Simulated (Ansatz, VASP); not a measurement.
# Two plane-wave programs on La2HfI6

INCAR

```
ALGO = Normal ; EDIFF = 1E-7
ENCUT = 520 ; GGA = PE
ISIF = 2 ; ISMEAR = -1
LASPH = True ; LCHARG = False
LREAL = False ; LWAVE = False
NBANDS = 47 ; NELM = 60
PREC = Accurate ; SIGMA = 0.0186
```

The input KPOINTS:

```
k-points
0
Gamma
  5 5 5
```

File POSCAR:

```
La2HfI6
1.0
    0.0000000000      5.7193540000      5.7193540000
    5.7193540000      0.0000000000      5.7193540000
    5.7193540000      5.7193540000      0.0000000000
I Hf La
6 1 2
Direct
    0.7563000000      0.2437000000      0.2437000000
    0.2437000000      0.7563000000      0.2437000000
    0.2437000000      0.7563000000      0.7563000000
    0.7563000000      0.2437000000      0.7563000000
    0.2437000000      0.2437000000      0.7563000000
    0.7563000000      0.7563000000      0.2437000000
    0.0000000000      0.0000000000      0.0000000000
    0.2500000000      0.2500000000      0.2500000000
    0.7500000000      0.7500000000      0.7500000000
```

Input for Ansatz:

```yaml
crystal:
  lattice:
    - [0.0, 5.719354, 5.719354]
    - [5.719354, 0.0, 5.719354]
    - [5.719354, 5.719354, 0.0]
  atoms:
    - { symbol: I, position: [0.7563, 0.2437, 0.2437] }
    - { symbol: I, position: [0.2437, 0.7563, 0.2437] }
    - { symbol: I, position: [0.2437, 0.7563, 0.7563] }
    - { symbol: I, position: [0.7563, 0.2437, 0.7563] }
    - { symbol: I, position: [0.2437, 0.2437, 0.7563] }
    - { symbol: I, position: [0.7563, 0.7563, 0.2437] }
    - { symbol: Hf, position: [0.0, 0.0, 0.0] }
    - { symbol: La, position: [0.25, 0.25, 0.25] }
    - { symbol: La, position: [0.75, 0.75, 0.75] }
  symmetry: { tolerance: 0.0003 }
kpoints:
  mp_grid: { grid: [5, 5, 5], shift: [0, 0, 0] }
  band_path:
    path:
      - [0.375, 0.375, 0.75]
      - [0.0, 0.0, 0.0]
      - [0.5, 0.5, 0.5]
      - [0.5, 0.25, 0.75]
      - [0.5, 0.0, 0.5]
    npoints: 13
magnetization:
  spin_polarized: false
scf:
  occupations: { method: fermi_dirac, width: 0.0186 }
  lower_state_search: "off"
  max_iter: 200
hamiltonian:
  pseudopotentials: { kind: paw }
  xc: pbe
basis:
  ecutwfc: 420
  fft_grid_basis: typed
output:
  forces: true
  stress: true
  eigenvalues: true
  bader: true
  populations: true
  elf: true
  write_potential: true
  volumetric_format: npy
  dos:
    e_range: [-12, 8]
    de: 0.05
    projected: { site_lists: { Hf: [Hf], I: [I], La: [La] } }
checkpoint:
  read: saved_state
```

Alike in both runs: task single point; functional PBE; k mesh 5 × 5 × 5; occupations fermi-dirac, width 0.0186 eV; no spin polarisation.

|  | VASP | Ansatz |
| --- | --- | --- |
| version | VASP 6.6.1 | Ansatz 0.2.0 |
| potentials or method | VASP PAW PBE potentials, release 64 (I, Hf_pv, La), cutoff 520 eV | PAW plane waves |
| valence electrons in the cell | 74 | 150 |

Ansatz gave:

- pressure (GPa): -1.3
- rms of the force components (eV/Å): 0.371

Q: What did VASP give for the same quantities?

A: Pressure (GPa): -1.4; rms of the force components (eV/Å): 0.359.

Atom by atom the forces differ by 0.013 eV/Å (rms over components). The functional is the same, so the differences come from potentials, cutoffs and numerics. VASP's potentials hold 74 valence electrons a cell and Ansatz's 150, so a difference there can come from the potentials and not from the codes.

Spin-orbit coupling is off throughout.
